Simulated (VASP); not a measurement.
Input of a VASP 6.6.1 run:

Contents of INCAR:

```
SYSTEM = Al18N
PREC = Accurate
ENCUT = 520
EDIFF = 1E-7
ISMEAR = 0
SIGMA = 0.1
LREAL = Auto
LASPH = .True.
NELM = 100
ALGO = Normal
ISIF = 2
LWAVE = .False.
LCHARG = .False.
LDIPOL = .True.
IDIPOL = 3
DIPOL = 0.5 0.5 0.324
GGA = PE
NBANDS = 44
```

File KPOINTS:

```
Automatic mesh
0
Gamma
  5 3 1
  0 0 0
```

File POSCAR:

```
Al18N
1.0
    5.7070863110      0.0000000000      0.0000000000
   -1.4267715777      9.7014842373      0.0000000000
    0.0000000000      0.0000000000     20.2903703481
Al N
18 1
Direct
    0.2662216041      0.0648864163      0.1971378507
    0.7662216041      0.0648864163      0.1971378507
    0.3354806058      0.3419224231      0.2462112388
    0.8354806058      0.3419224231      0.2462112388
    0.1493324061      0.5973296244      0.2560259164
    0.6493324061      0.5973296244      0.2560259164
    0.4631842064      0.8527368258      0.2658405941
    0.9631842064      0.8527368258      0.2658405941
    0.0319772070      0.1277109165      0.3154271774
    0.5319772070      0.1277109165      0.3154271774
    0.0997917582      0.4042231291      0.3707799915
    0.5997917582      0.4042231291      0.3707799915
    0.4144000518      0.6596656508      0.3785021759
    0.9144000518      0.6596656508      0.3785021759
    0.2263076905      0.9110819252      0.3874246333
    0.7263076905      0.9110819252      0.3874246333
    0.2962427210      0.1814071991      0.4332286793
    0.7962427210      0.1814071991      0.4332286793
    0.6712427210      0.4314071991      0.4548949803
```

Potentials or basis: VASP PAW PBE potentials, release 64 (Al, N).

Launch:

```console
$ cat potpaw_PBE.64/Al/POTCAR potpaw_PBE.64/N/POTCAR > POTCAR
$ mpirun -np 1 vasp_std > vasp.out
```

(1) Predict the largest force.

(2) Predict the band gap on the k mesh.

## Answers

(1) 1.495 eV/Å.

(2) zero (an odd number of electrons rules out a gap without spin polarisation).
